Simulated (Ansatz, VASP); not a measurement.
AlRu: VASP beside Ansatz

```xyz
2
Lattice="0.0000 2.4653 2.4653 2.4653 0.0000 2.4653 2.4653 2.4653 0.0000" Properties=species:S:1:pos:R:3 pbc="T T T"
Ru    0.0000    0.0000    0.0000
Al    2.4653    2.4653    2.4653
```

Alike in both runs: functional PBEsol; k mesh 14 × 14 × 14; occupations fermi-dirac, width 0.05 eV; no spin polarisation.

Ansatz relaxed the structure, and its values are those at the end. VASP's run is a single point on that final structure, the one shown.

```csv
,VASP,Ansatz
version,VASP 6.6.1,Ansatz 0.2.0
potentials or method,"VASP PAW PBE potentials, release 64 (Ru_pv, Al)","PAW with Ansatz's default frozen-core files, scalar-relativistic"
plane-wave cutoff (eV),520,420
valence electrons in the cell,17,19
```

```csv
,VASP,Ansatz,Ansatz less VASP
pressure (GPa),0.1,0.0,-0.13
```

VASP's potentials were made for PBE, not for PBEsol. VASP's potentials hold 17 valence electrons a cell and Ansatz's 19, so a difference there can come from the potentials and not from the codes.
